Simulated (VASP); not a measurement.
Here is a VASP 6.6.1 calculation.

The input INCAR:

```
SYSTEM = Hf
PREC = Accurate
ENCUT = 520
EDIFF = 1E-7
ISMEAR = 0
SIGMA = 0.15
LREAL = .False.
LASPH = .True.
NELM = 80
ALGO = Fast
ISIF = 2
LWAVE = .False.
LCHARG = .False.
GGA = PS
NBANDS = 17
```

File KPOINTS:

```
Automatic mesh
0
Gamma
  18 18 10
  0 0 0
```

The input POSCAR:

```
Hf
1.0
    3.1487480463      0.0000000000      0.0000000000
   -1.5743740232      2.7268957982      0.0000000000
    0.0000000000      0.0000000000      5.2095340000
Hf
2
Direct
    0.3333333333      0.6666666667      0.2500000000
    0.6666666667      0.3333333333      0.7500000000
```

Potentials or basis: VASP PAW PBE potentials, release 64 (Hf_pv).

Command:

```sh
$ cat potpaw_PBE.64/Hf_pv/POTCAR > POTCAR
$ mpirun -np 1 vasp_std > vasp.out
```

Predict the band gap on the k mesh.

zero (band 10 reaches 5.78 eV, above the bottom of band 11 at 4.36 eV).

What does it give for the pressure?

-4.1 GPa.

Stress tensor (GPa, compression positive):
```
-2.30  0.00  0.00
 0.00 -2.30  0.00
 0.00  0.00 -7.66
```

Caveat: the cell differs from its parent crystal (strain -0.015 along x and y, +0.030 along z); the PAW data sets were made with another functional, which shifts forces and pressure a little; spin-orbit coupling is left out, which moves the levels of the heavy elements.
